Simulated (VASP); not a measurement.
Wanted: the native input for a VASP 6.6.1 run.

```yaml
Task: single point
Functional: PBEsol
Potentials_or_basis: VASP PAW PBE potentials, release 64 (Pb_d)
Cutoff: 520 eV
k_mesh: 9 × 9 × 9
Occupations: fermi-dirac, width 0.05 eV
Spin: no spin polarisation
Dipole_correction: no
Further_INCAR_settings: ALGO = Normal; EDIFF = 1e-07; NBANDS = 13
```

The structure of Pb lies in POSCAR:

```
Pb
1.0
   -1.9796595667      1.9796595667      1.9796595667
    1.9796595667     -1.9796595667      1.9796595667
    1.9796595667      1.9796595667     -1.9796595667
Pb
1
Direct
    0.0000000000      0.0000000000      0.0000000000
```

The input as run:

INCAR

```
PREC     = Accurate       # precision mode
ENCUT    = 520            # plane-wave cutoff, eV
EDIFF    = 1E-7           # SCF threshold, eV
ISMEAR   = -1             # smearing method
SIGMA    = 0.05           # smearing width, eV
LREAL    = False          # projectors in reciprocal space
LASPH    = True           # aspherical terms in the spheres
NELM     = 60             # most SCF steps
ALGO     = Normal         # electronic algorithm
ISIF     = 2              # what is computed and relaxed
LWAVE    = False          # write WAVECAR
LCHARG   = True           # write CHGCAR
GGA      = PS             # functional
LELF     = True           # ELF
LVHAR    = True         
NBANDS   = 13             # bands
```

KPOINTS

```
Automatic mesh
0
Gamma
  9 9 9
```

Potentials or basis: VASP PAW PBE potentials, release 64 (Pb_d).

Launch:

```sh
$ cat potpaw_PBE.64/Pb_d/POTCAR > POTCAR
$ mpirun -np 1 vasp_std > vasp.out
```

It gave:

```
Pressure               : -2.0 GPa
Band gap on the k mesh : zero (band 7 reaches 14.28 eV, above the bottom of band 8 at 4.83 eV)
```

Caveat: the PAW data sets were made with another functional, which shifts forces and pressure a little; spin-orbit coupling is left out, which moves the levels of the heavy elements.

Run time: 11 s on 1 thread of Intel(R) Xeon(R) Platinum 8375C CPU @ 2.90GHz (Ice Lake), with other jobs on the host, peak memory 0.16 GiB.
